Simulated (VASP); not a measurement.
# Ge: relaxation of cell and atoms with PBEsol

The system is Ge.

```xyz
4
Lattice="0.0000 2.8857 5.1157 2.6305 0.0000 5.1157 2.6305 2.8857 0.0000" Properties=species:S:1:pos:R:3 pbc="T T T"
Ge    2.6305    4.1929    5.1157
Ge    2.6305    1.5786    5.1157
Ge    2.6305    2.8857    2.2318
Ge    2.6305    2.8857    7.9995
```

- Program: VASP 6.6.1
- Task: relaxation of cell and atoms
- Functional: PBEsol
- Potentials or basis: VASP PAW PBE potentials, release 64 (Ge_d)
- Cutoff: 600 eV
- k mesh: 7 × 7 × 7
- Occupations: fermi-dirac, width 0.05 eV
- Spin: no spin polarisation
- Target pressure: 2 GPa
- Dipole correction: no
- Further INCAR settings: ALGO = Normal; EDIFF = 1e-07; IBRION = 2; EDIFFG = -0.01; NSW = 60; ISIF = 3

```yaml
Relaxed_volume: 17.94 Å³/atom
Relaxed_cell: a = 5.669 Å, b = 5.546 Å, c = 3.831 Å, α = 71.76°, β = 68.30°, γ = 39.93°
Space_group_after_relaxing_to_0.1_Å: Fmmm (No. 69)
Energy_change_on_relaxing_the_run_minimises_the_enthalpy: -9.6 meV/atom
Ionic_steps: 19
Pressure_after_relaxing: 2.0 GPa
Largest_force_after_relaxing: 0.004 eV/Å
Band_gap_on_the_k_mesh: zero (bands 28 and 29 overlap by 3.01 eV)
```

Forces in eV/Å, atoms in the order of the input:
```
Ge   0.000 -0.001  0.000
Ge   0.000  0.001  0.000
Ge   0.000  0.000  0.004
Ge   0.000  0.000 -0.004
```

Step by step:
| step | energy change (eV) | largest force (eV/Å) | pressure (GPa) | volume (Å³) |
| --- | --- | --- | --- | --- |
| 1 | 0.0000 | 0.0423 | -3.40 | 77.67 |
| 2 | -0.0043 | 0.1007 | 4.14 | 70.54 |
| 3 | -0.0332 | 0.0843 | 1.99 | 72.09 |
| 4 | -0.0318 | 0.0850 | 2.10 | 71.98 |
| 5 | -0.0328 | 0.0887 | 2.15 | 71.94 |
| 6 | -0.0345 | 0.1093 | 2.21 | 71.81 |
| 7 | -0.0249 | 0.0880 | 2.36 | 71.53 |
| 8 | -0.0342 | 0.1089 | 2.21 | 71.76 |
| 9 | -0.0383 | 0.0769 | 1.93 | 71.97 |
| 10 | -0.0421 | 0.0398 | 1.58 | 72.22 |
| 11 | -0.0402 | 0.0528 | 1.79 | 71.98 |
| 12 | -0.0351 | 0.0753 | 2.22 | 71.57 |
| 13 | -0.0377 | 0.0658 | 2.14 | 71.75 |
| 14 | -0.0384 | 0.0628 | 2.03 | 71.81 |
| 15 | -0.0381 | 0.0638 | 2.06 | 71.79 |
| 16 | -0.0386 | 0.0462 | 2.03 | 71.79 |
| 17 | -0.0391 | 0.0151 | 1.96 | 71.81 |
| 18 | -0.0384 | 0.0038 | 2.07 | 71.75 |
| 19 | -0.0385 | 0.0035 | 2.04 | 71.75 |

Final structure:
```
Ge
1.0
     0.00000    2.83358    4.91019
     2.57861    0.00000    4.91019
     2.57861    2.83358    0.00000
Ge
4
Direct
  0.72705 0.27295 0.72705
  0.27295 0.72705 0.27295
  0.22448 0.22448 0.77552
  0.77552 0.77552 0.22448
```

Levels at points of the mesh, in eV from the Fermi level:
```csv
k point,band 25,band 26,band 27,band 28,band 29,band 30,band 31,band 32
"(0.00, 0.00, 0.00)",-3.07,-2.51,-2.15,-2.10,-1.89,2.92,3.47,4.13
```

It took 41 min on 1 thread of Intel(R) Xeon(R) Platinum 8259CL CPU @ 2.50GHz (Skylake/Cascade Lake), with other jobs on the host, peak memory 0.36 GiB.

Caveat: the cell is relaxed towards a set pressure, so the run minimises the enthalpy, not the energy; the PAW data sets were made with another functional, which shifts forces and pressure a little.
